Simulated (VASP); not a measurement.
# GaP (gw) (I-4m2) in VASP: further runs

GaP (gw) is run at these levels: PBEsol; tasks: single point.

Everything below comes from runs of VASP 6.6.1. Logs are shortened: lines on timing, memory, paths and dates and some standing lists are left out, and cuts for length are marked.

### Step 1. The cell of the first run

The structure is tetragonal, space group I-4m2 (No. 119). The conventional cell has a = 3.988 Å, b = 3.988 Å, c = 5.254 Å, α = 90.00°, β = 90.00°, γ = 90.00°. Ga (site symmetry -4m2) has 4 P at 2.39 Å within 3.2 Å. P (site symmetry -4m2) has 4 Ga at 2.39 Å within 3.2 Å.

### Step 2. Single point, PBEsol

Input file INCAR:

```
SYSTEM = GaP
  PREC = Accurate
  ENCUT = 500
  EDIFF = 1E-6
  ISMEAR = 0
  SIGMA = 0.01
  LREAL = .FALSE.
  LASPH = .TRUE.
  NELM = 120
  ALGO = Normal
  ISIF = 2
  LWAVE = .FALSE.
  LCHARG = .TRUE.
  GGA = PS
  LELF = .TRUE.
  LVHAR = .TRUE.
  NBANDS = 16
  GGA_COMPAT = .FALSE.
```

Input file KPOINTS:

```
Automatic mesh
0
G
  4 4 4
  0 0 0
```

Input file POSCAR:

```
GaP
1.0
    0.0000000000      2.8198361757      2.6267801270
    2.8198361757      0.0000000000      2.6267801270
    2.8198361757      2.8198361757      0.0000000000
Ga P
1 1
Direct
    0.0000000000      0.0000000000      0.0000000000
    0.2500000000      0.2500000000      0.2500000000
```

Potentials or basis: VASP PAW PBE potentials, release 64 (Ga_d, P).

The run is started by

```console
cat potpaw_PBE.64/Ga_d/POTCAR potpaw_PBE.64/P/POTCAR > POTCAR
mpirun -np 1 vasp_std > vasp.out
```

OUTCAR:

```text
SYSTEM = GaP
   PREC = Accurate
   ENCUT = 500
   EDIFF = 1E-6
   ISMEAR = 0
   LREAL = .FALSE.
   LASPH = .TRUE.
   NELM = 120
   ISIF = 2
   GGA = PS

 ion  position               nearest neighbor table
   1  0.000  0.000  0.000-   2 2.39   2 2.39   2 2.39   2 2.39
   2  0.250  0.250  0.250-   1 2.39   1 2.39   1 2.39   1 2.39

  LATTYP: Found a body centered tetragonal cell.
 ALAT       =     3.9878505633
 C/A-ratio  =     1.3173914545

  Lattice vectors:

 A1 = (   0.0000000000,  -2.8198361757,  -2.6267801270)
 A2 = (   0.0000000000,   2.8198361757,  -2.6267801270)
 A3 = (   2.8198361757,   0.0000000000,   2.6267801270)

Analysis of symmetry for initial positions (statically):
=====================================================================
 Subroutine PRICEL returns:
 Original cell was already a primitive cell.

 Routine SETGRP: Setting up the symmetry group for a
 body centered tetragonal supercell.

 Subroutine GETGRP returns: Found  8 space group operations
 (whereof  8 operations were pure point group operations)
 out of a pool of 16 trial point group operations.

The static configuration has the point symmetry D_2d.

Analysis of symmetry for dynamics (positions and initial velocities):
=====================================================================
 Subroutine PRICEL returns:
 Original cell was already a primitive cell.

 Routine SETGRP: Setting up the symmetry group for a
 body centered tetragonal supercell.

 Subroutine GETGRP returns: Found  8 space group operations
 (whereof  8 operations were pure point group operations)
 out of a pool of 16 trial point group operations.

The dynamic configuration has the point symmetry D_2d.

 Subroutine INISYM returns: Found  8 space group operations
 (whereof  8 operations are pure point group operations),
 and found     1 'primitive' translations

----------------------------------------------------------------------------------------

                                     Primitive cell

  volume of cell :      41.7736

  direct lattice vectors                    reciprocal lattice vectors
     0.000000000  2.819836176  2.626780127    -0.177315265  0.177315265  0.190347108
     2.819836176  0.000000000  2.626780127     0.177315265 -0.177315265  0.190347108
     2.819836176  2.819836176  0.000000000     0.177315265  0.177315265 -0.190347108

  length of vectors
     3.853757892  3.853757892  3.987850563     0.314822852  0.314822852  0.314822852

  position of ions in fractional coordinates (direct lattice)
     0.000000000  0.000000000  0.000000000
     0.250000000  0.250000000  0.250000000

  ion indices of the primitive-cell ions
   primitive index   ion index
                 1           1
                 2           2

----------------------------------------------------------------------------------------

 KPOINTS: Automatic mesh

Automatic generation of k-mesh.
 Grid dimensions read from file:
 generate k-points for:    4    4    4

 Generating k-lattice:

  Cartesian coordinates                     Fractional coordinates (reciprocal lattice)
    -0.044328816  0.044328816  0.047586777     0.250000000  0.000000000  0.000000000
     0.044328816 -0.044328816  0.047586777     0.000000000  0.250000000  0.000000000
     0.044328816  0.044328816 -0.047586777    -0.000000000 -0.000000000  0.250000000

  Length of vectors
     0.078705713  0.078705713  0.078705713

  Shift w.r.t. Gamma in fractional coordinates (k-lattice)
     0.000000000  0.000000000  0.000000000

 Subroutine IBZKPT returns following result:
 ===========================================

 Found     13 irreducible k-points:

 Following reciprocal coordinates:
            Coordinates               Weight
  0.000000  0.000000  0.000000      1.000000
  0.250000  0.000000  0.000000      8.000000
  0.500000  0.000000  0.000000      4.000000
  0.250000  0.250000  0.000000      2.000000
  0.500000  0.250000  0.000000      8.000000
 -0.250000  0.250000  0.000000      4.000000
  0.500000  0.500000  0.000000      1.000000
  0.250000  0.000000  0.250000      4.000000
  0.500000 -0.000000  0.250000     16.000000
 -0.250000  0.000000  0.250000      8.000000
 -0.250000  0.500000  0.250000      4.000000
  0.500000  0.000000  0.500000      2.000000
 -0.250000  0.250000  0.500000      2.000000
   k-points           NKPTS =     13   k-points in BZ     NKDIM =     13   number of bands    NBANDS=     16
   number of dos      NEDOS =    301   number of ions     NIONS =      2
   total plane-waves  NPLWV =  23520
   dimension x,y,z NGX =    28 NGY =   28 NGZ =   30
   dimension x,y,z NGXF=    56 NGYF=   56 NGZF=   60
   ions per type =               1   1
   NGX,Y,Z   is equivalent  to a cutoff of  12.08, 12.08, 12.51 a.u.
   NGXF,Y,Z  is equivalent  to a cutoff of  24.16, 24.16, 25.01 a.u.
 SYSTEM =  GaP
   PREC   = accura    normal or accurate (medium, high low for compatibility)
   ISTART =      0    job   : 0-new  1-cont  2-samecut
   ICHARG =      2    charge: 1-file 2-atom 10-const
   ISPIN  =      1    spin polarized calculation?
   LNONCOLLINEAR =      F non collinear calculations
   LSORBIT =      F    spin-orbit coupling
   LASPH  =      T    aspherical Exc in radial PAW
   ENCUT  =  500.0 eV  36.75 Ry    6.06 a.u.   7.03  7.03  7.27*2*pi/ulx,y,z
   NELM   =    120;   NELMIN=  2; NELMDL= -5     # of ELM steps
   EDIFF  = 0.1E-05   stopping-criterion for ELM
   LREAL  =      F    real-space projection
   EDIFFG = 0.1E-04   stopping-criterion for IOM
   NSW    =      0    number of steps for IOM
   IBRION =     -1    ionic relax: 0-MD 1-quasi-New 2-CG
   NFREE  =      0    steps in history (QN), initial steepest desc. (CG)
   ISIF   =      2    stress and relaxation
   ISYM   =      2    0-nonsym 1-usesym 2-fastsym
   POTIM  = 0.5000    time-step for ionic-motion
   TEBEG  =    0.0;   TEEND  =   0.0 temperature during run
   PSTRESS=    0.0 pullay stress
   NELECT =      18.0000    total number of electrons
   NUPDOWN=      -1.0000    fix difference up-down
   EMIN   =  10.00;   EMAX   =-10.00  energy-range for DOS
   EFERMI =   0.00;   METHOD = LEGACY
   ISMEAR =     0;   SIGMA  =   0.01  broadening in eV -4-tet -1-fermi 0-gaus
   EFERMI_NEDOS =   21; number of points for ismear=-14 and -15
   IALGO  =     38    algorithm
   IMIX   =      4    mixing-type and parameters
     AMIX     =   0.40;   BMIX     =  1.00
     AMIX_MAG =   1.60;   BMIX_MAG =  1.00
  volume/ion in A,a.u.               =      20.89       140.95
  Fermi-wavevector in a.u.,A,eV,Ry     =   1.236512  2.336670 20.802806  1.528963
  Thomas-Fermi vector in A             =   2.371118
   LORBIT       =      0    0 simple, 1 ext, 2 COOP (PROOUT), +10 PAW based schemes
   GGA     = PS    functional components
   LHFCALC =     F    Hartree Fock is set to
   AEXX    =    0.0000 exact exchange contribution
   IVDW    =     0    specifies the selected vdW correction
   LEPSILON=     F    determine dielectric tensor
   LRPA    =     F    only Hartree local field effects (RPA)
 non-spin polarized calculation
 Gauss-broadening in eV      SIGMA  =   0.01
  energy-cutoff  :      500.00
  volume of cell :       41.77
 maximum number of plane-waves:      1080
   NGX = 15   NGY = 15   NGZ = 15

 number of electron      18.0000009 magnetization

 Free energy of the ion-electron system (eV)
  ---------------------------------------------------
  ext. energy  EPLUGINS =         0.00000000
  ---------------------------------------------------
  free energy    TOTEN  =        -9.73091310 eV

  energy without entropy =       -9.73091310  energy(sigma->0) =       -9.73091310

 E-fermi :   4.5995     XC(G=0):  -9.8660

 val. band max:        4.5351152891   @ k =   0.0000   0.0000   0.0000
 cond. band min:       5.5642674596   @ k =   0.5000   0.5000   0.0000
 fundamental gap:      1.0291521705
 Fermi energy:         4.5995407885

 k-point     1 :       0.0000    0.0000    0.0000
  band No.  band energies     occupation
      1     -10.2502      2.00000
      2     -10.2502      2.00000
      3     -10.2297      2.00000
      4     -10.1621      2.00000
      5     -10.1490      2.00000
      6      -7.9885      2.00000
[... 8 lines left out ...]
     15      13.3837      0.00000
     16      14.5018      0.00000

 k-point     2 :       0.2500    0.0000    0.0000
  band No.  band energies     occupation
      1     -10.2809      2.00000
      2     -10.2366      2.00000
      3     -10.2235      2.00000
      4     -10.1626      2.00000
      5     -10.1454      2.00000
      6      -7.2379      2.00000
[... 8 lines left out ...]
     15      13.1201      0.00000
     16      14.2158      0.00000

 k-point     3 :       0.5000    0.0000    0.0000
  band No.  band energies     occupation
      1     -10.3134      2.00000
      2     -10.2275      2.00000
      3     -10.2156      2.00000
      4     -10.1591      2.00000
      5     -10.1371      2.00000
      6      -5.9917      2.00000
[... 8 lines left out ...]
     15      15.4525      0.00000
     16      16.1833      0.00000

 k-point     4 :       0.2500    0.2500    0.0000
  band No.  band energies     occupation
      1     -10.2947      2.00000
      2     -10.2201      2.00000
      3     -10.2201      2.00000
      4     -10.1796      2.00000
      5     -10.1364      2.00000
      6      -6.9034      2.00000
[... 8 lines left out ...]
     15      14.4616      0.00000
     16      16.9119      0.00000
[... 115 lines left out ...]
 k-point    11 :      -0.2500    0.5000    0.2500
  band No.  band energies     occupation
      1     -10.3279      2.00000
      2     -10.2100      2.00000
      3     -10.1917      2.00000
      4     -10.1764      2.00000
      5     -10.1385      2.00000
      6      -5.0032      2.00000
[... 8 lines left out ...]
     15      16.3186      0.00000
     16      18.0369      0.00000

 k-point    12 :       0.5000    0.0000    0.5000
  band No.  band energies     occupation
      1     -10.3469      2.00000
      2     -10.1845      2.00000
      3     -10.1834      2.00000
      4     -10.1821      2.00000
      5     -10.1390      2.00000
      6      -5.2186      2.00000
[... 8 lines left out ...]
     15      16.3197      0.00000
     16      17.3084      0.00000

 k-point    13 :      -0.2500    0.2500    0.5000
  band No.  band energies     occupation
      1     -10.3292      2.00000
      2     -10.2096      2.00000
      3     -10.1885      2.00000
      4     -10.1577      2.00000
      5     -10.1567      2.00000
      6      -5.1050      2.00000
[... 8 lines left out ...]
     15      15.2772      0.00000
     16      16.9848      0.00000

------------------------ aborting loop because EDIFF is reached ----------------------------------------

  FORCE on cell =-STRESS in cart. coord.  units (eV):
  Direction    XX          YY          ZZ          XY          YZ          ZX
  --------------------------------------------------------------------------------------
  -------------------------------------------------------------------------------------
  Total       -1.1328508     -1.1328508      0.0766627      0.0000000      0.0000000      0.0000000
  in kB      -43.4492041    -43.4492041      2.9403122      0.0000000      0.0000000      0.0000000
  external PRESSURE =     -27.9860320 kB  Pullay stress =       0.0000000 kB

 VOLUME and BASIS-vectors are now :
 -----------------------------------------------------------------------------
  energy-cutoff  :      500.00
  volume of cell :       41.77
      direct lattice vectors                 reciprocal lattice vectors
     0.000000000  2.819836176  2.626780127    -0.177315265  0.177315265  0.190347108
     2.819836176  0.000000000  2.626780127     0.177315265 -0.177315265  0.190347108
     2.819836176  2.819836176  0.000000000     0.177315265  0.177315265 -0.190347108

 POSITION                                       TOTAL-FORCE (eV/Angst)
 -----------------------------------------------------------------------------------
      0.00000      0.00000      0.00000         0.000000      0.000000      0.000000
      1.40992      1.40992      1.31339        -0.000000     -0.000000     -0.000000
 -----------------------------------------------------------------------------------
    total drift:                                0.000002      0.000002      0.000006

  FREE ENERGIE OF THE ION-ELECTRON SYSTEM (eV)
  ---------------------------------------------------
  free  energy   TOTEN  =        -9.7309131011 eV

  energy  without entropy=       -9.7309131011  energy(sigma->0) =       -9.73091310
```

It took 8.4 s on 1 thread of Intel Xeon 6975P-C (Granite Rapids), shared host; peak memory 0.15 GiB.

What came out:

| Quantity | Value |
| --- | --- |
| Free energy | -9.7309 eV |
| Pressure | -2.8 GPa |
| Band gap on the k mesh | 1.03 eV, indirect (least direct gap 1.21 eV) |

Levels at points of the mesh, in eV from the valence-band top:
```csv
k point,band 5,band 6,band 7,band 8,band 9,band 10,band 11,band 12,band 13,band 14
"(0.00, 0.00, 0.00)",-14.68,-12.52,-0.35,-0.35,0.00,1.21,3.49,3.65,3.65,8.16
"(0.50, 0.00, 0.00)",-14.67,-10.53,-6.77,-1.59,-1.05,1.15,4.14,4.77,7.83,10.13
"(0.50, 0.50, 0.00)",-14.66,-9.46,-6.61,-3.15,-3.15,1.03,1.05,10.02,10.02,10.93
"(0.50, 0.00, 0.50)",-14.67,-9.75,-7.06,-2.69,-2.65,1.48,1.72,9.75,9.83,10.26
```

Caveat: the k points lie up to 0.49 Å⁻¹ apart; the PAW data sets were made with another functional, which shifts forces and pressure a little. Expect the measured gap to be larger: semilocal functionals such as PBEsol lack the derivative discontinuity.

(Part 1 of 2 ends here.)
